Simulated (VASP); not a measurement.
A run of VASP 6.6.1:

INCAR

```
ALGO = Normal ; EDIFF = 1E-6
ENCUT = 520 ; GGA = PE
ISIF = 2 ; ISMEAR = 0
LASPH = T ; LCHARG = F
LREAL = F ; LWAVE = F
NBANDS = 11 ; NELM = 100
PREC = Accurate ; SIGMA = 0.05
```

The input KPOINTS:

```
k-points
0
Gamma
  12 12 8
```

The input POSCAR:

```
MgO
1.0
    2.7614610074      0.0000000000      0.0000000000
   -1.3807305037      2.6967926670      0.0000000000
    0.0000000000      0.0000000000      2.6797873418
Mg O
1 1
Direct
    0.0000000000      0.0000000000      0.0000000000
    0.3333333333      0.6666666667      0.5000000000
```

Potentials or basis: VASP PAW PBE potentials, release 64 (Mg, O).

Command:

```console
$ cat potpaw_PBE.64/Mg/POTCAR potpaw_PBE.64/O/POTCAR > POTCAR
$ mpirun -np 1 vasp_std > vasp.out
```

Hardware: 1 thread of Intel Xeon 8259CL, on a shared host.

Question: How long does it take, and how much memory?

Answer: Wall time 36 s on 1 thread of Intel Xeon 8259CL (shared host), peak memory 0.17 GiB. Counts: scf iterations 13, k points 215.
